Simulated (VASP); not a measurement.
# CoSi (CsCl type) (Pm-3m) in VASP: relaxation of cell and atoms with PBE

Aim: the relaxation of cell and atoms of CoSi (CsCl type) with PBE.

All numbers are computed with VASP 6.6.1; they aren't measurements. Logs are shortened: lines on timing, memory, paths and dates and some standing lists are left out, and cuts for length are marked.

## (1) The cell of the first run

The structure is cubic, space group Pm-3m (No. 221). Conventional cell: a = 2.867 Å, b = 2.867 Å, c = 2.867 Å, α = 90.00°, β = 90.00°, γ = 90.00°. Co (site symmetry m-3m) has 8 Si at 2.48 Å and 6 Co at 2.87 Å within 3.3 Å. Si (site symmetry m-3m) has 8 Co at 2.48 Å and 6 Si at 2.87 Å within 3.3 Å.

## (2) Relaxation of cell and atoms, PBE, target pressure -0.00054 GPa, at which the enthalpy is minimised

The input, INCAR:

```
PREC = Accurate
ENCUT = 600
EDIFF = 1E-6
ISMEAR = -1
SIGMA = 0.05
LREAL = F
LASPH = T
NELM = 80
ALGO = Normal
ISIF = 3
LWAVE = F
LCHARG = F
GGA = PE
IBRION = 2
NSW = 60
EDIFFG = -0.005
PSTRESS = -0.0054
```

The input, KPOINTS:

```
Automatic mesh
0
Gamma
  14 14 14
```

The input, POSCAR:

```
CoSi
1.0
    2.8670837643      0.0000000000      0.0000000000
    0.0000000000      2.8670837643      0.0000000000
    0.0000000000      0.0000000000      2.8670837643
Co Si
1 1
Direct
    0.0000000000      0.0000000000      0.0000000000
    0.5000000000      0.5000000000      0.5000000000
```

Potentials or basis: VASP PAW PBE potentials, release 64 (Co, Si).

Run with:

```sh
$ cat potpaw_PBE.64/Co/POTCAR potpaw_PBE.64/Si/POTCAR > POTCAR
$ mpirun -np 1 vasp_std > vasp.out
```

OUTCAR:

```text
PREC = Accurate
   ENCUT = 600
   EDIFF = 1E-6
   ISMEAR = -1
   LREAL = F
   LASPH = T
   NELM = 80
   ISIF = 3
   GGA = PE
   IBRION = 2
   NSW = 60
   EDIFFG = -0.005
   PSTRESS = -0.0054

 ion  position               nearest neighbor table
   1  0.000  0.000  0.000-   2 2.48   2 2.48   2 2.48   2 2.48   2 2.48   2 2.48   2 2.48   2 2.48

   2  0.500  0.500  0.500-   1 2.48   1 2.48   1 2.48   1 2.48   1 2.48   1 2.48   1 2.48   1 2.48

  LATTYP: Found a simple cubic cell.
 ALAT       =     2.8670837643

  Lattice vectors:

 A1 = (   2.8670837643,   0.0000000000,   0.0000000000)
 A2 = (   0.0000000000,   2.8670837643,   0.0000000000)
 A3 = (   0.0000000000,   0.0000000000,   2.8670837643)

Analysis of symmetry for initial positions (statically):
=====================================================================
 Subroutine PRICEL returns:
 Original cell was already a primitive cell.

 Routine SETGRP: Setting up the symmetry group for a
 simple cubic supercell.

 Subroutine GETGRP returns: Found 48 space group operations
 (whereof 48 operations were pure point group operations)
 out of a pool of 48 trial point group operations.

The static configuration has the point symmetry O_h .

Analysis of symmetry for dynamics (positions and initial velocities):
=====================================================================
 Subroutine PRICEL returns:
 Original cell was already a primitive cell.

 Routine SETGRP: Setting up the symmetry group for a
 simple cubic supercell.

 Subroutine GETGRP returns: Found 48 space group operations
 (whereof 48 operations were pure point group operations)
 out of a pool of 48 trial point group operations.

The dynamic configuration has the point symmetry O_h .

 Subroutine INISYM returns: Found 48 space group operations
 (whereof 48 operations are pure point group operations),
 and found     1 'primitive' translations

----------------------------------------------------------------------------------------

                                     Primitive cell

  volume of cell :      23.5679

  direct lattice vectors                    reciprocal lattice vectors
     2.867083764  0.000000000  0.000000000     0.348786461  0.000000000  0.000000000
     0.000000000  2.867083764  0.000000000     0.000000000  0.348786461  0.000000000
     0.000000000  0.000000000  2.867083764     0.000000000  0.000000000  0.348786461

  length of vectors
     2.867083764  2.867083764  2.867083764     0.348786461  0.348786461  0.348786461

  position of ions in fractional coordinates (direct lattice)
     0.000000000  0.000000000  0.000000000
     0.500000000  0.500000000  0.500000000

  ion indices of the primitive-cell ions
   primitive index   ion index
                 1           1
                 2           2

----------------------------------------------------------------------------------------

 KPOINTS: Automatic mesh

Automatic generation of k-mesh.
 Grid dimensions read from file:
 generate k-points for:   14   14   14

 Generating k-lattice:

  Cartesian coordinates                     Fractional coordinates (reciprocal lattice)
     0.024913319  0.000000000  0.000000000     0.071428571  0.000000000  0.000000000
     0.000000000  0.024913319  0.000000000     0.000000000  0.071428571  0.000000000
     0.000000000  0.000000000  0.024913319     0.000000000  0.000000000  0.071428571

  Length of vectors
     0.024913319  0.024913319  0.024913319

  Shift w.r.t. Gamma in fractional coordinates (k-lattice)
     0.000000000  0.000000000  0.000000000

 Subroutine IBZKPT returns following result:
 ===========================================

 Found    120 irreducible k-points:

 Following reciprocal coordinates:
            Coordinates               Weight
  0.000000  0.000000  0.000000      1.000000
  0.071429  0.000000  0.000000      6.000000
  0.142857  0.000000  0.000000      6.000000
  0.214286  0.000000  0.000000      6.000000
  0.285714  0.000000  0.000000      6.000000
  0.357143  0.000000  0.000000      6.000000
[... 16 lines left out ...]
  0.285714  0.214286  0.000000     24.000000
  0.357143  0.214286  0.000000     24.000000
 [... further k-points ...]
   k-points           NKPTS =    120   k-points in BZ     NKDIM =    120   number of bands    NBANDS=     10
   number of dos      NEDOS =    301   number of ions     NIONS =      2
   total plane-waves  NPLWV =  13824
   dimension x,y,z NGX =    24 NGY =   24 NGZ =   24
   dimension x,y,z NGXF=    48 NGYF=   48 NGZF=   48
   ions per type =               1   1
   NGX,Y,Z   is equivalent  to a cutoff of  13.92, 13.92, 13.92 a.u.
   NGXF,Y,Z  is equivalent  to a cutoff of  27.83, 27.83, 27.83 a.u.
 SYSTEM =  unknown system
   PREC   = accura    normal or accurate (medium, high low for compatibility)
   ISTART =      0    job   : 0-new  1-cont  2-samecut
   ICHARG =      2    charge: 1-file 2-atom 10-const
   ISPIN  =      1    spin polarized calculation?
   LNONCOLLINEAR =      F non collinear calculations
   LSORBIT =      F    spin-orbit coupling
   LASPH  =      T    aspherical Exc in radial PAW
   ENCUT  =  600.0 eV  44.10 Ry    6.64 a.u.   5.73  5.73  5.73*2*pi/ulx,y,z
   NELM   =     80;   NELMIN=  2; NELMDL= -5     # of ELM steps
   EDIFF  = 0.1E-05   stopping-criterion for ELM
   LREAL  =      F    real-space projection
   EDIFFG = -.5E-02   stopping-criterion for IOM
   NSW    =     60    number of steps for IOM
   IBRION =      2    ionic relax: 0-MD 1-quasi-New 2-CG
   NFREE  =      1    steps in history (QN), initial steepest desc. (CG)
   ISIF   =      3    stress and relaxation
   ISYM   =      2    0-nonsym 1-usesym 2-fastsym
   POTIM  = 0.5000    time-step for ionic-motion
   TEBEG  =    0.0;   TEEND  =   0.0 temperature during run
   PSTRESS=   -0.0 pullay stress
   NELECT =      13.0000    total number of electrons
   NUPDOWN=      -1.0000    fix difference up-down
   EMIN   =  10.00;   EMAX   =-10.00  energy-range for DOS
   EFERMI =   0.00;   METHOD = LEGACY
   ISMEAR =    -1;   SIGMA  =   0.05  broadening in eV -4-tet -1-fermi 0-gaus
   EFERMI_NEDOS =   21; number of points for ismear=-14 and -15
   IALGO  =     38    algorithm
   IMIX   =      4    mixing-type and parameters
     AMIX     =   0.40;   BMIX     =  1.00
     AMIX_MAG =   1.60;   BMIX_MAG =  1.00
  volume/ion in A,a.u.               =      11.78        79.52
  Fermi-wavevector in a.u.,A,eV,Ry     =   1.342607  2.537159 24.525774  1.802593
  Thomas-Fermi vector in A             =   2.470747
   LORBIT       =      0    0 simple, 1 ext, 2 COOP (PROOUT), +10 PAW based schemes
   GGA     = PE    functional components
   LHFCALC =     F    Hartree Fock is set to
   AEXX    =    0.0000 exact exchange contribution
   IVDW    =     0    specifies the selected vdW correction
   LEPSILON=     F    determine dielectric tensor
   LRPA    =     F    only Hartree local field effects (RPA)
 conjugate gradient relaxation of ions
 non-spin polarized calculation
  energy-cutoff  :      600.00
  volume of cell :       23.57
 maximum number of plane-waves:       840
 NGX is ok and might be reduce to    24
   NGX = 11   NGY = 11   NGZ = 11

--------------------------------------- Ionic step        1  -------------------------------------------

 number of electron      12.9999999 magnetization

 Free energy of the ion-electron system (eV)
  ---------------------------------------------------
  ext. energy  EPLUGINS =         0.00000000
  ---------------------------------------------------
  free energy    TOTEN  =       -13.15402654 eV

  energy without entropy =      -13.13243623  energy(sigma->0) =      -13.14323139

------------------------ aborting loop because EDIFF is reached ----------------------------------------

  FORCE on cell =-STRESS in cart. coord.  units (eV):
  Direction    XX          YY          ZZ          XY          YZ          ZX
  --------------------------------------------------------------------------------------
  -------------------------------------------------------------------------------------
  Total       -2.3821409     -2.3821409     -2.3821409     -0.0000000     -0.0000000      0.0000000
  in kB     -161.9410226   -161.9410226   -161.9410226     -0.0000000     -0.0000000      0.0000000
  external PRESSURE =    -161.9356226 kB  Pullay stress =      -0.0054000 kB
[... 93 lines left out ...]
  FREE ENERGIE OF THE ION-ELECTRON SYSTEM (eV)
  ---------------------------------------------------
  free  energy   TOTEN  =       -13.2718472703 eV

  energy  without entropy=      -13.2537984871  energy(sigma->0) =      -13.26282288

  enthalpy is  TOTEN    =       -13.2719196394 eV   P V=       -0.0000723691

[... ionic steps 4 to 7 ...]

--------------------------------------- Ionic step        8  -------------------------------------------

 number of electron      13.0000003 magnetization

------------------------ aborting loop because EDIFF is reached ----------------------------------------

  FORCE on cell =-STRESS in cart. coord.  units (eV):
  Direction    XX          YY          ZZ          XY          YZ          ZX
  --------------------------------------------------------------------------------------
  -------------------------------------------------------------------------------------
  Total       -0.0400796     -0.0400796     -0.0400796     -0.0000000     -0.0000000     -0.0000000
  in kB       -2.9858586     -2.9858586     -2.9858586     -0.0000000     -0.0000000     -0.0000000
  external PRESSURE =      -2.9804586 kB  Pullay stress =      -0.0054000 kB
[... 61 lines left out ...]
  enthalpy is  TOTEN    =       -13.2718738858 eV   P V=       -0.0000724840

--------------------------------------- Ionic step       10  -------------------------------------------

 number of electron      13.0000003 magnetization

 Free energy of the ion-electron system (eV)
  ---------------------------------------------------
  ext. energy  EPLUGINS =         0.00000000
  ---------------------------------------------------
  free energy    TOTEN  =       -13.27180314 eV

  energy without entropy =      -13.25374748  energy(sigma->0) =      -13.26277531

 E-fermi :  12.7328     XC(G=0): -12.9432

 val. band max:       12.7322910915   @ k =   0.4286   0.2143   0.2143
 cond. band min:      12.7724019854   @ k =   0.3571   0.1429   0.1429
 fundamental gap:      0.0401108938
 Fermi energy:        12.7327948062

 k-point     1 :       0.0000    0.0000    0.0000
  band No.  band energies     occupation
      1      -1.4113      2.00000
      2       9.0616      2.00000
      3       9.0616      2.00000
      4      11.5329      2.00000
      5      11.5329      2.00000
      6      11.5329      2.00000
      7      15.8324      0.00000
      8      15.8324      0.00000
      9      15.8324      0.00000
     10      20.4160      0.00000
[... 287 lines left out ...]
 k-point    24 :       0.3571    0.2143    0.0000
  band No.  band energies     occupation
      1       1.6987      2.00000
      2       6.5920      2.00000
      3       9.1025      2.00000
      4      10.2020      2.00000
      5      10.5784      2.00000
      6      11.2267      2.00000
      7      12.6652      1.58885
      8      15.4198      0.00000
      9      19.7410      0.00000
     10      19.8058      0.00000

 [... further k-points ...]
[... 5 lines left out ...]
  --------------------------------------------------------------------------------------
  -------------------------------------------------------------------------------------
  Total       -0.0014265     -0.0014265     -0.0014265      0.0000000     -0.0000000     -0.0000000
  in kB       -0.1062773     -0.1062773     -0.1062773      0.0000000     -0.0000000     -0.0000000
  external PRESSURE =      -0.1008773 kB  Pullay stress =      -0.0054000 kB
[... 17 lines left out ...]
  FREE ENERGIE OF THE ION-ELECTRON SYSTEM (eV)
  ---------------------------------------------------
  free  energy   TOTEN  =       -13.2718031389 eV

  energy  without entropy=      -13.2537474759  energy(sigma->0) =      -13.26277531

  enthalpy is  TOTEN    =       -13.2718756209 eV   P V=       -0.0000724820

 reached required accuracy - stopping structural energy minimisation
```

It took 3.6 min on 1 thread of AMD EPYC 7R13, shared host; peak memory 0.15 GiB.

Results:

| Quantity | Value |
| --- | --- |
| Free energy | -13.2718 eV |
| Relaxed volume | 10.75 Å³/atom |
| Relaxed cell | a = 2.781 Å, b = 2.781 Å, c = 2.781 Å, α = 90.00°, β = 90.00°, γ = 90.00° |
| Space group after relaxing (to 0.1 Å) | Pm-3m (No. 221) |
| Energy change on relaxing (the run minimises the enthalpy) | -58.9 meV/atom |
| Ionic steps | 10 |
| Pressure after relaxing | 0.0 GPa |
| Band gap on the k mesh | zero (an odd number of electrons rules out a gap without spin polarisation) |

The path:
```
step  energy change (eV)  largest force (eV/Å)  pressure (GPa)  volume (Å³)
   1              0.0000                0.0000          -16.19        23.57
   2             -0.0106                0.0000           21.64        19.73
   3             -0.1178                0.0000            0.09        21.47
   4             -0.1178                0.0000           -0.38        21.51
   5             -0.1178                0.0000           -0.43        21.51
   6             -0.1178                0.0000           -0.39        21.51
   7             -0.1178                0.0000           -0.30        21.51
   8             -0.1178                0.0000           -0.30        21.51
   9             -0.1178                0.0000           -0.22        21.51
  10             -0.1178                0.0000           -0.01        21.51
```

Final structure:
```
Co Si
1.0
     2.78088    0.00000    0.00000
     0.00000    2.78088    0.00000
     0.00000    0.00000    2.78088
Co Si
1 1
Direct
  0.00000 0.00000 0.00000
  0.50000 0.50000 0.50000
```

Caveat: the cell is relaxed towards a set pressure, so the run minimises the enthalpy, not the energy; the run has no spin polarisation, though such a crystal can be magnetic. Spin polarisation is off, so any magnetic state and its effect on volume and gap are missing.
